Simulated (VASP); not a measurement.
Crystal: SiO2.

```
Si O
1.0
     4.63200    0.00000    0.00000
     0.00000    4.63200    0.00000
     0.00000    0.00000    6.20900
Si O
4 8
Direct
  0.33530 0.33530 0.00000
  0.16470 0.83530 0.25000
  0.66470 0.66470 0.50000
  0.83530 0.16470 0.75000
  0.22760 0.17680 0.22280
  0.32320 0.72760 0.47280
  0.77240 0.82320 0.72280
  0.67680 0.27240 0.97280
  0.72760 0.32320 0.52720
  0.82320 0.77240 0.27720
  0.27240 0.67680 0.02720
  0.17680 0.22760 0.77720
```

| Property | Result |
| --- | --- |
| Program | VASP 6.6.1 |
| Task | relaxation of the atoms |
| Functional | PBE |
| Potentials or basis | VASP PAW PBE potentials, release 64 (Si, O) |
| Cutoff | 520 eV |
| k mesh | 5 × 5 × 4 |
| Occupations | fermi-dirac, width 0.02 eV |
| Spin | no spin polarisation |

At the start: pressure 7.9 GPa; volume 11.10 Å³/atom.

Task: Where does the relaxation end?

Result: Over 10 steps the energy falls by 9.8 meV/atom at a fixed cell; space group P4_12_12 (No. 92, to 0.1 Å) before and after.

The path:
| step | energy change (eV) | largest force (eV/Å) | pressure (GPa) |
| --- | --- | --- | --- |
| 1 | 0.0000 | 0.8159 | 7.88 |
| 2 | 0.0515 | 1.5802 | 11.05 |
| 3 | -0.0605 | 0.4666 | 8.99 |
| 4 | -0.1051 | 0.1290 | 11.23 |
| 5 | -0.1063 | 0.1461 | 11.66 |
| 6 | -0.1127 | 0.1026 | 11.20 |
| 7 | -0.1173 | 0.0949 | 10.23 |
| 8 | -0.1107 | 0.3216 | 9.99 |
| 9 | -0.1179 | 0.0249 | 10.17 |
| 10 | -0.1181 | 0.0094 | 10.30 |

Final structure:
```yaml
crystal:
  lattice:
    - [4.63200, 0.00000, 0.00000]
    - [0.00000, 4.63200, 0.00000]
    - [0.00000, 0.00000, 6.20900]
  atoms:
    - { symbol: Si, position: [0.33852, 0.33852, 0.00000] }
    - { symbol: Si, position: [0.16148, 0.83852, 0.25000] }
    - { symbol: Si, position: [0.66148, 0.66148, 0.50000] }
    - { symbol: Si, position: [0.83852, 0.16148, 0.75000] }
    - { symbol: O, position: [0.22211, 0.17972, 0.21654] }
    - { symbol: O, position: [0.32028, 0.72211, 0.46654] }
    - { symbol: O, position: [0.77789, 0.82028, 0.71654] }
    - { symbol: O, position: [0.67972, 0.27789, 0.96654] }
    - { symbol: O, position: [0.72211, 0.32028, 0.53346] }
    - { symbol: O, position: [0.82028, 0.77789, 0.28346] }
    - { symbol: O, position: [0.27789, 0.67972, 0.03346] }
    - { symbol: O, position: [0.17972, 0.22211, 0.78346] }
```
